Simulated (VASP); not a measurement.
# AlCu3 (Fm-3m) in VASP: further runs

Runs on AlCu3. Level: r2SCAN. Tasks: single point, relaxation of cell and atoms.

Program: VASP 6.6.1. These are calculated values, not measurements. Logs are shortened: lines on timing, memory, paths and dates and some standing lists are left out, and cuts for length are marked.

### 1 The cell of the first run

The structure is cubic, space group Fm-3m (No. 225). Conventional cell: a = 5.895 Å, b = 5.895 Å, c = 5.895 Å, α = 90.00°, β = 90.00°, γ = 90.00°. Within 3.4 Å of Al (site symmetry m-3m) lie 14 Cu at 2.55 to 2.95 Å. Within 3.4 Å of Cu (site symmetry m-3m) lie 8 Cu at 2.55 Å and 6 Al at 2.95 Å. Within 3.4 Å of Cu (site symmetry -43m) lie 4 Al at 2.55 Å and 10 Cu at 2.55 to 2.95 Å.

### 2 Single point, r2SCAN (volume scaled by 1.06)

Contents of POSCAR:

```
AlCu3
1.0
    0.0000000000      2.9473657377      2.9473657377
    2.9473657377      0.0000000000      2.9473657377
    2.9473657377      2.9473657377      0.0000000000
Al Cu
1 3
Direct
    0.0000000000      0.0000000000      0.0000000000
    0.5000000000      0.5000000000      0.5000000000
    0.2500000000      0.2500000000      0.2500000000
    0.7500000000      0.7500000000      0.7500000000
```

Contents of INCAR.step1:

```
SYSTEM = AlCu3
PREC = Accurate ; ENCUT = 520
ISMEAR = 0 ; SIGMA = 0.1
LREAL = .False. ; LASPH = .True.
NELM = 80 ; NBANDS = 26
GGA = PE ; ALGO = Normal
EDIFF = 1E-4 ; LWAVE = .True.
LCHARG = .False.
```

Contents of INCAR.step2:

```
SYSTEM = AlCu3
PREC = Accurate ; ENCUT = 520
EDIFF = 1E-6 ; ISMEAR = 0
SIGMA = 0.1 ; LREAL = .False.
LASPH = .True. ; NELM = 80
ALGO = Normal ; ISIF = 2
LWAVE = .False. ; LCHARG = .False.
METAGGA = R2SCAN ; LMIXTAU = .True.
NBANDS = 26 ; ISTART = 1
```

Contents of KPOINTS:

```
Automatic mesh
0
Gamma
  12 12 12
  0 0 0
```

Potentials or basis: VASP PAW PBE potentials, release 64 (Al, Cu).

The run is started by

```bash
> cat potpaw_PBE.64/Al/POTCAR potpaw_PBE.64/Cu/POTCAR > POTCAR
> cp INCAR.step1 INCAR
> mpirun -np 1 vasp_std > vasp.out
> cp INCAR.step2 INCAR
> mpirun -np 1 vasp_std > vasp.out
```

OUTCAR:

```text
SYSTEM = AlCu3
   PREC = Accurate
   ENCUT = 520
   EDIFF = 1E-6
   ISMEAR = 0
   LREAL = .False.
   LASPH = .True.
   NELM = 80
   ISIF = 2
   METAGGA = R2SCAN
   ISTART = 1

 ion  position               nearest neighbor table
   1  0.000  0.000  0.000-   4 2.55   4 2.55   4 2.55   3 2.55   4 2.55   3 2.55   3 2.55   3 2.55
                             2 2.95   2 2.95   2 2.95   2 2.95   2 2.95   2 2.95
   2  0.500  0.500  0.500-   3 2.55   3 2.55   3 2.55   3 2.55   4 2.55   4 2.55   4 2.55   4 2.55
                             1 2.95   1 2.95   1 2.95   1 2.95   1 2.95   1 2.95
   3  0.250  0.250  0.250-   1 2.55   1 2.55   1 2.55   1 2.55   2 2.55   2 2.55   2 2.55   2 2.55

   4  0.750  0.750  0.750-   2 2.55   2 2.55   2 2.55   1 2.55   2 2.55   1 2.55   1 2.55   1 2.55

  LATTYP: Found a face centered cubic cell.
 ALAT       =     5.8947314754

  Lattice vectors:

 A1 = (   0.0000000000,   2.9473657377,   2.9473657377)
 A2 = (   2.9473657377,   0.0000000000,   2.9473657377)
 A3 = (   2.9473657377,   2.9473657377,   0.0000000000)

Analysis of symmetry for initial positions (statically):
=====================================================================
 Subroutine PRICEL returns:
 Original cell was already a primitive cell.

 Routine SETGRP: Setting up the symmetry group for a
 face centered cubic supercell.

 Subroutine GETGRP returns: Found 48 space group operations
 (whereof 48 operations were pure point group operations)
 out of a pool of 48 trial point group operations.

The static configuration has the point symmetry O_h .

Analysis of symmetry for dynamics (positions and initial velocities):
=====================================================================
 Subroutine PRICEL returns:
 Original cell was already a primitive cell.

 Routine SETGRP: Setting up the symmetry group for a
 face centered cubic supercell.

 Subroutine GETGRP returns: Found 48 space group operations
 (whereof 48 operations were pure point group operations)
 out of a pool of 48 trial point group operations.

The dynamic configuration has the point symmetry O_h .

 Subroutine INISYM returns: Found 48 space group operations
 (whereof 48 operations are pure point group operations),
 and found     1 'primitive' translations

----------------------------------------------------------------------------------------

                                     Primitive cell

  volume of cell :      51.2073

  direct lattice vectors                    reciprocal lattice vectors
[... 87 lines left out ...]
   LSORBIT =      F    spin-orbit coupling
   LASPH  =      T    aspherical Exc in radial PAW
   ENCUT  =  520.0 eV  38.22 Ry    6.18 a.u.   7.75  7.75  7.75*2*pi/ulx,y,z
   NELM   =     80;   NELMIN=  2; NELMDL=  0     # of ELM steps
   EDIFF  = 0.1E-05   stopping-criterion for ELM
   LREAL  =      F    real-space projection
   EDIFFG = 0.1E-04   stopping-criterion for IOM
   NSW    =      0    number of steps for IOM
   IBRION =     -1    ionic relax: 0-MD 1-quasi-New 2-CG
   NFREE  =      0    steps in history (QN), initial steepest desc. (CG)
   ISIF   =      2    stress and relaxation
   ISYM   =      2    0-nonsym 1-usesym 2-fastsym
   POTIM  = 0.5000    time-step for ionic-motion
   TEBEG  =    0.0;   TEEND  =   0.0 temperature during run
   PSTRESS=    0.0 pullay stress
   NELECT =      36.0000    total number of electrons
   NUPDOWN=      -1.0000    fix difference up-down
   EMIN   =  10.00;   EMAX   =-10.00  energy-range for DOS
   EFERMI =   0.00;   METHOD = LEGACY
   ISMEAR =     0;   SIGMA  =   0.10  broadening in eV -4-tet -1-fermi 0-gaus
   EFERMI_NEDOS =   21; number of points for ismear=-14 and -15
   IALGO  =     38    algorithm
   IMIX   =      4    mixing-type and parameters
     AMIX     =   0.40;   BMIX     =  1.00
     AMIX_MAG =   1.60;   BMIX_MAG =  1.00
  volume/ion in A,a.u.               =      12.80        86.39
  Fermi-wavevector in a.u.,A,eV,Ry     =   1.455677  2.750830 28.830678  2.118995
  Thomas-Fermi vector in A             =   2.572684
   LORBIT       =      0    0 simple, 1 ext, 2 COOP (PROOUT), +10 PAW based schemes
   METAGGA = R2SCAN    functional components
   LHFCALC =     F    Hartree Fock is set to
   AEXX    =    0.0000 exact exchange contribution
   IVDW    =     0    specifies the selected vdW correction
   LEPSILON=     F    determine dielectric tensor
   LRPA    =     F    only Hartree local field effects (RPA)
 non-spin polarized calculation
 Gauss-broadening in eV      SIGMA  =   0.10
  energy-cutoff  :      520.00
  volume of cell :       51.21
 maximum number of plane-waves:      1411
   NGX = 15   NGY = 15   NGZ = 15

 number of electron      35.9999962 magnetization

 Free energy of the ion-electron system (eV)
  ---------------------------------------------------
  ext. energy  EPLUGINS =         0.00000000
  ---------------------------------------------------
  free energy    TOTEN  =       -39.88967260 eV

  energy without entropy =      -39.88489581  energy(sigma->0) =      -39.88728421

 E-fermi :   7.7437     XC(G=0): -12.9912

 val. band max:        7.7379163548   @ k =  -0.1667   0.1667   0.0000
 cond. band min:       7.8328495801   @ k =  -0.1667   0.1667   0.0000
 fundamental gap:      0.0949332253
 Fermi energy:         7.7436598537

 k-point     1 :       0.0000    0.0000    0.0000
  band No.  band energies     occupation
      1      -2.8451      2.00000
      2       3.2024      2.00000
      3       3.2024      2.00000
      4       3.2649      2.00000
      5       3.2650      2.00000
      6       3.2650      2.00000
[... 685 lines left out ...]
     25      17.0596      0.00000
     26      18.3280      0.00000

 [... further k-points ...]
[... 5 lines left out ...]
  --------------------------------------------------------------------------------------
  -------------------------------------------------------------------------------------
  Total       -2.3590246     -2.3590246     -2.3590246      0.0000000      0.0000000      0.0000000
  in kB      -73.8092787    -73.8092787    -73.8092787      0.0000000      0.0000000      0.0000000
  external PRESSURE =     -73.8092787 kB  Pullay stress =       0.0000000 kB

 VOLUME and BASIS-vectors are now :
 -----------------------------------------------------------------------------
  energy-cutoff  :      520.00
  volume of cell :       51.21
      direct lattice vectors                 reciprocal lattice vectors
     0.000000000  2.947365738  2.947365738    -0.169643012  0.169643012  0.169643012
     2.947365738  0.000000000  2.947365738     0.169643012 -0.169643012  0.169643012
     2.947365738  2.947365738  0.000000000     0.169643012  0.169643012 -0.169643012

 POSITION                                       TOTAL-FORCE (eV/Angst)
 -----------------------------------------------------------------------------------
      0.00000      0.00000      0.00000         0.000000      0.000000      0.000000
      2.94737      2.94737      2.94737         0.000000      0.000000      0.000000
      1.47368      1.47368      1.47368         0.000000     -0.000000     -0.000000
      4.42105      4.42105      4.42105        -0.000000      0.000000      0.000000
 -----------------------------------------------------------------------------------
    total drift:                               -0.000000     -0.000000      0.000000

  FREE ENERGIE OF THE ION-ELECTRON SYSTEM (eV)
  ---------------------------------------------------
  free  energy   TOTEN  =       -39.8896726048 eV

  energy  without entropy=      -39.8848958097  energy(sigma->0) =      -39.88728421
```

Wall time 4.7 min (1 thread of Intel Xeon 6975P-C, shared host); peak memory 0.24 GiB.

What came out:

| Item | Value |
| --- | --- |
| Free energy | -39.8897 eV |
| Pressure | -7.4 GPa |
| Band gap on the k mesh | zero (band 18 reaches 11.59 eV, above the bottom of band 19 at 5.67 eV) |

Levels at points of the mesh, in eV from the Fermi level:
```tsv
k point	band 15	band 16	band 17	band 18	band 19	band 20	band 21	band 22
(0.00, 0.00, 0.00)	-2.45	-2.45	3.85	3.85	3.85	4.13	4.13	4.13
(0.50, 0.00, 0.00)	-2.40	-2.40	-2.13	2.79	2.79	2.88	2.88	3.77
(0.50, 0.50, 0.00)	-2.31	-2.28	-2.10	-2.07	-2.07	2.00	2.33	11.15
```

Caveat: the cell differs from its parent crystal (volume scaled by 1.06); the PAW data sets were made with another functional, which shifts forces and pressure a little.

### 3 Relaxation of cell and atoms, r2SCAN, target pressure 10 GPa, at which the enthalpy is minimised

This run uses another cell than the first one, of 11.39 Å³/atom, 0.889 times its volume.

Contents of POSCAR:

```
AlCu3
1.0
    0.0000000000      2.8343795202      2.8343795202
    2.8343795202      0.0000000000      2.8343795202
    2.8343795202      2.8343795202      0.0000000000
Al Cu
1 3
Direct
    0.0000000000      0.0000000000      0.0000000000
    0.5000000000      0.5000000000      0.5000000000
    0.2500000000      0.2500000000      0.2500000000
    0.7500000000      0.7500000000      0.7500000000
```

Contents of INCAR.step1:

```
SYSTEM = AlCu3
  PREC = Accurate
  ENCUT = 600
  ISMEAR = 0
  SIGMA = 0.1
  LREAL = .False.
  LASPH = .True.
  NELM = 60
  GGA = PE
  ALGO = Normal
  EDIFF = 1E-4
  LWAVE = .True.
  LCHARG = .False.
```

Contents of INCAR.step2:

```
SYSTEM = AlCu3
  PREC = Accurate
  ENCUT = 600
  EDIFF = 1E-7
  ISMEAR = 0
  SIGMA = 0.1
  LREAL = .False.
  LASPH = .True.
  NELM = 60
  ALGO = Normal
  ISIF = 3
  LWAVE = .False.
  LCHARG = .False.
  METAGGA = R2SCAN
  LMIXTAU = .True.
  IBRION = 2
  NSW = 70
  EDIFFG = -0.008
  PSTRESS = 100.0
  ISTART = 1
```

Contents of KPOINTS:

```
regular mesh
0
Gamma
  12 12 12
  0 0 0
```

Potentials or basis: VASP PAW PBE potentials, release 64 (Al, Cu).

The run is started by

```bash
> cat potpaw_PBE.64/Al/POTCAR potpaw_PBE.64/Cu/POTCAR > POTCAR
> cp INCAR.step1 INCAR
> mpirun -np 1 vasp_std > vasp.out
> cp INCAR.step2 INCAR
> mpirun -np 1 vasp_std > vasp.out
```

Wall time 10 min (1 thread of Intel Xeon Platinum 8488C (Sapphire Rapids), shared host); peak memory 0.25 GiB.

It converged, with:

```yaml
Free_energy: -39.8754 eV
Relaxed_volume: 11.42 Å³/atom
Relaxed_cell: a = 4.012 Å, b = 4.012 Å, c = 4.012 Å, α = 60.00°, β = 60.00°, γ = 60.00°
Space_group_after_relaxing_to_0.05_Å: Fm-3m (No. 225)
Energy_change_on_relaxing_the_enthalpy_is_what_falls: -1.9 meV/atom
Ionic_steps: 3
Pressure_after_relaxing: 9.9 GPa
Band_gap_on_the_k_mesh: zero (band 18 reaches 13.18 eV, above the bottom of band 19 at 6.95 eV)
```

Step by step:
| step | energy change (eV) | largest force (eV/Å) | pressure (GPa) | volume (Å³) |
| --- | --- | --- | --- | --- |
| 1 | 0.0000 | 0.0000 | 10.45 | 45.54 |
| 2 | -0.0133 | 0.0000 | 9.55 | 45.75 |
| 3 | -0.0078 | 0.0000 | 9.93 | 45.66 |

Final structure:
```
CELL_PARAMETERS angstrom
0.00000 2.83691 2.83691
2.83691 0.00000 2.83691
2.83691 2.83691 0.00000
ATOMIC_POSITIONS crystal
Al 0.00000 0.00000 0.00000
Cu 0.50000 0.50000 0.50000
Cu 0.25000 0.25000 0.25000
Cu 0.75000 0.75000 0.75000
```

Levels at points of the mesh, in eV from the Fermi level:
```csv
k point,band 14,band 15,band 16,band 17,band 18,band 19,band 20,band 21,band 22
"(0.00, 0.00, 0.00)",-2.82,-2.70,-2.70,3.98,3.98,3.98,4.54,4.54,4.54
"(0.50, 0.00, 0.00)",-2.81,-2.63,-2.63,-2.32,2.83,2.83,3.19,3.19,4.36
"(0.50, 0.50, 0.00)",-2.53,-2.53,-2.48,-2.44,-2.44,-2.25,2.31,2.84,11.82
```

Caveat: the cell is relaxed towards a set pressure, so the enthalpy falls and the energy may rise; the PAW data sets were made with another functional, which shifts forces and pressure a little.

### 4 Single point, r2SCAN

This run uses another cell than the first one, of 12.08 Å³/atom, 0.943 times its volume.

Contents of POSCAR:

```
AlCu3
1.0
    0.0000000000      2.8906715156      2.8906715156
    2.8906715156      0.0000000000      2.8906715156
    2.8906715156      2.8906715156      0.0000000000
Al Cu
1 3
Direct
    0.0000000000      0.0000000000      0.0000000000
    0.5000000000      0.5000000000      0.5000000000
    0.2500000000      0.2500000000      0.2500000000
    0.7500000000      0.7500000000      0.7500000000
```

Contents of INCAR.step1:

```
SYSTEM = AlCu3
ALGO     = Normal         ! electronic algorithm
EDIFF    = 1E-4           ! SCF threshold, eV
ENCUT    = 520            ! plane-wave cutoff, eV
GGA      = PE             ! functional
ISMEAR   = 0              ! smearing method
LASPH    = .True.         ! aspherical terms in the spheres
LCHARG   = .False.        ! write CHGCAR
LREAL    = .False.        ! projectors in reciprocal space
LWAVE    = .True.         ! write WAVECAR
NBANDS   = 26             ! bands
NELM     = 100            ! most SCF steps
PREC     = Accurate       ! precision mode
SIGMA    = 0.1            ! smearing width, eV
```

Contents of INCAR.step2:

```
SYSTEM = AlCu3
ALGO     = Normal         ! electronic algorithm
EDIFF    = 1E-7           ! SCF threshold, eV
ENCUT    = 520            ! plane-wave cutoff, eV
ISIF     = 2              ! what is computed and relaxed
ISMEAR   = 0              ! smearing method
ISTART   = 1            
LASPH    = .True.         ! aspherical terms in the spheres
LCHARG   = .False.        ! write CHGCAR
LMIXTAU  = .True.       
LREAL    = .False.        ! projectors in reciprocal space
LWAVE    = .False.        ! write WAVECAR
METAGGA  = R2SCAN         ! meta-GGA
NBANDS   = 26             ! bands
NELM     = 100            ! most SCF steps
PREC     = Accurate       ! precision mode
SIGMA    = 0.1            ! smearing width, eV
```

Contents of KPOINTS:

```
k-points
0
Gamma
  12 12 12
  0 0 0
```

The run is started by

```bash
> cat potpaw_PBE.64/Al/POTCAR potpaw_PBE.64/Cu/POTCAR > POTCAR
> cp INCAR.step1 INCAR
> mpirun -np 1 vasp_std > vasp.out
> cp INCAR.step2 INCAR
> mpirun -np 1 vasp_std > vasp.out
```

Run time: 5.9 min. Hardware: 1 thread of Intel Xeon Platinum 8375C at 2.90GHz (Ice Lake), shared host; peak memory 0.22 GiB.

The run converged. Its results:

```
Free energy            : -39.9560 eV
Pressure               : 0.2 GPa
Band gap on the k mesh : zero (band 18 reaches 12.38 eV, above the bottom of band 19 at 6.29 eV)
```

Levels at points of the mesh, in eV from the Fermi level:
| k point | band 16 | band 17 | band 18 | band 19 | band 20 | band 21 |
| --- | --- | --- | --- | --- | --- | --- |
| (0.00, 0.00, 0.00) | -2.57 | 3.92 | 3.92 | 3.92 | 4.33 | 4.33 |
| (0.50, 0.00, 0.00) | -2.51 | -2.22 | 2.81 | 2.81 | 3.04 | 3.04 |
| (0.50, 0.50, 0.00) | -2.37 | -2.25 | -2.25 | -2.17 | 2.16 | 2.58 |

Caveat: the PAW data sets were made with another functional, which shifts forces and pressure a little.

### 5 Summary

| task | cell | cutoff (eV) | gap on the mesh (eV) | pressure (GPa) |
| --- | --- | --- | --- | --- |
| single point | a = 4.168 Å, angles 60.0°, 4 atoms | 520 | none | -7.4 |
| relaxation of cell and atoms | relaxed to 10 GPa from a = 4.008 Å, angles 60.0°, 4 atoms | 600 | none | 9.9 |
| single point | a = 4.088 Å, angles 60.0°, 4 atoms | 520 | none | 0.2 |

Alike in all rows: level r2SCAN; potentials or basis VASP PAW PBE potentials, release 64 (Al, Cu); no spin polarisation; k mesh 12 × 12 × 12; smearing gaussian 0.1 eV.

Caveats: the PAW data sets were made with another functional, which shifts forces and pressure a little; the cell is relaxed towards a set pressure, so the enthalpy falls and the energy may rise (some runs).

Absolute energies hang on the potentials; compare differences alone.
